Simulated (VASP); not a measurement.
Input of a VASP 6.6.1 run:

The input INCAR:

```
ALGO     = Fast           # electronic algorithm
DIPOL    = 0.5 0.5 0.500
EDIFF    = 1E-6           # SCF threshold, eV
ENCUT    = 520            # plane-wave cutoff, eV
GGA      = PS             # functional
IDIPOL   = 3            
ISIF     = 2              # what is computed and relaxed
ISMEAR   = 0              # smearing method
LASPH    = True           # aspherical terms in the spheres
LCHARG   = False          # write CHGCAR
LDIPOL   = True         
LREAL    = False          # projectors in reciprocal space
LWAVE    = False          # write WAVECAR
NBANDS   = 38             # bands
NELM     = 60             # most SCF steps
PREC     = Accurate       # precision mode
SIGMA    = 0.05           # smearing width, eV
```

File KPOINTS:

```
k-points
0
Gamma
  7 7 1
```

POSCAR

```
Li3Mg3B2N6
1.0
    3.7791680991      0.0000000000      0.0000000000
    0.0000000000      3.7791680991      0.0000000000
    0.0000000000      0.0000000000     20.5870566249
N Li Mg B
6 3 3 2
Direct
    0.5000000000      0.5000000000      0.2428710471
    0.0000000000      0.0000000000      0.3273328665
    0.0000000000      0.0000000000      0.4577690903
    0.5000000000      0.5000000000      0.5422309097
    0.5000000000      0.5000000000      0.6726671335
    0.0000000000      0.0000000000      0.7571289529
    0.0000000000      0.5000000000      0.2851019568
    0.5000000000      0.0000000000      0.5000000000
    0.0000000000      0.5000000000      0.7148980432
    0.5000000000      0.0000000000      0.2851019568
    0.0000000000      0.5000000000      0.5000000000
    0.5000000000      0.0000000000      0.7148980432
    0.0000000000      0.0000000000      0.3925509784
    0.5000000000      0.5000000000      0.6074490216
```

Potentials or basis: VASP PAW PBE potentials, release 64 (N, Li_sv, Mg, B).

Run with:

```bash
$ cat potpaw_PBE.64/N/POTCAR potpaw_PBE.64/Li_sv/POTCAR potpaw_PBE.64/Mg/POTCAR potpaw_PBE.64/B/POTCAR > POTCAR
$ mpirun -np 1 vasp_std > vasp.out
```

(1) Predict the band gap on the k mesh.

(2) What does it give for the largest force?

Answers

(1) zero (an odd number of electrons rules out a gap without spin polarisation).

(2) 1.332 eV/Å.

Caveat: the PAW data sets were made with another functional, which shifts forces and pressure a little; an odd number of electrons without spin polarisation forces a metal; a magnetic or distorted state may lie lower.
